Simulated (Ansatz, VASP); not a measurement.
# Co in VASP and in Ansatz

```
Co
1.0
     2.48633    0.00000    0.00000
    -1.24316    2.15322    0.00000
     0.00000    0.00000    4.03570
Co
2
Direct
  0.33333 0.66667 0.25000
  0.66667 0.33333 0.75000
```

Alike in both runs: task single point; functional PBE; k mesh 13 × 13 × 7; occupations fermi-dirac, width 0.1 eV; collinear spin.

|  | VASP | Ansatz |
| --- | --- | --- |
| version | VASP 6.6.1 | Ansatz 0.2.0 |
| potentials or method | VASP PAW PBE potentials, release 64 (Co), cutoff 520 eV | plane waves, PAW |
| valence electrons in the cell | 18 | 34 |

Ansatz gave:

* pressure (GPa): 1.2
* traceless stress, the component that is largest in VASP (GPa): -0.45
* net moment per atom (μB): 1.60
* size of the moment on the site where the two differ most (μB): 1.68

Question: Which values does VASP return?

Answer: Pressure (GPa): 0.4; traceless stress, the component that is largest in VASP (GPa): -0.56; net moment per atom (μB): 1.60; size of the moment on the site where the two differ most (μB): 1.62.

Site moments also hang on the region over which each program counts them. The functional is the same, so the differences come from potentials, cutoffs and numerics. VASP's potentials hold 18 valence electrons a cell and Ansatz's 34, so a difference there can come from the potentials and not from the codes. Ansatz's warnings: given moment on shells, stress scf threshold loose.
